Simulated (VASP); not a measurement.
Wanted: the native input for a VASP 6.6.1 run.

```
Task                   : relaxation of cell and atoms
Functional             : LDA
Potentials or basis    : VASP PAW LDA potentials, release 64 (C)
Cutoff                 : 600 eV
k mesh                 : 12 × 12 × 4
Occupations            : fermi-dirac, width 0.1 eV
Spin                   : no spin polarisation
Dipole correction      : no
Further INCAR settings : ALGO = Normal; EDIFF = 1e-06; IBRION = 2; EDIFFG = -0.03; NSW = 80; ISIF = 3
```

The structure of C lies in POSCAR:

```
C
1.0
    2.4561140000      0.0000000000      0.0000000000
   -1.2280744483      2.1270470447      0.0000000000
    0.0000000000      0.0000000000      7.1732680000
C
4
Direct
    0.0833790000      0.9166210000      0.7531380000
    0.5833790000      0.4166210000      0.2468620000
    0.9166210000      0.0833790000      0.2468620000
    0.4166210000      0.5833790000      0.7531380000
```

One way to write it, as run:

INCAR

```
SYSTEM = C
  ALGO = Normal
  EDIFF = 1E-6
  EDIFFG = -0.03
  ENCUT = 600
  GGA = CA
  IBRION = 2
  ISIF = 3
  ISMEAR = -1
  LASPH = .TRUE.
  LCHARG = .FALSE.
  LREAL = .FALSE.
  LWAVE = .FALSE.
  NELM = 100
  NSW = 80
  PREC = Accurate
  SIGMA = 0.1
```

KPOINTS

```
k-points
0
G
  12 12 4
  0 0 0
```

Potentials or basis: VASP PAW LDA potentials, release 64 (C).

Launch:

```console
$ cat potpaw_LDA.64/C/POTCAR > POTCAR
$ mpirun -np 1 vasp_std > vasp.out
```

Results of the run:

- Relaxed volume: 8.59 Å³/atom
- Relaxed cell: a = 2.445 Å, b = 2.445 Å, c = 6.632 Å, α = 90.00°, β = 90.00°, γ = 119.94°
- Space group after relaxing (to 0.1 Å): Fmmm (No. 69)
- Energy gained by relaxing: 5.5 meV/atom
- Ionic steps: 19
- Pressure after relaxing: 0.0 GPa
- Largest force after relaxing: 0.014 eV/Å

Run time: 3.4 min on 1 thread of Intel(R) Xeon(R) 6975P-C (Granite Rapids), with other jobs on the host, peak memory 0.18 GiB.
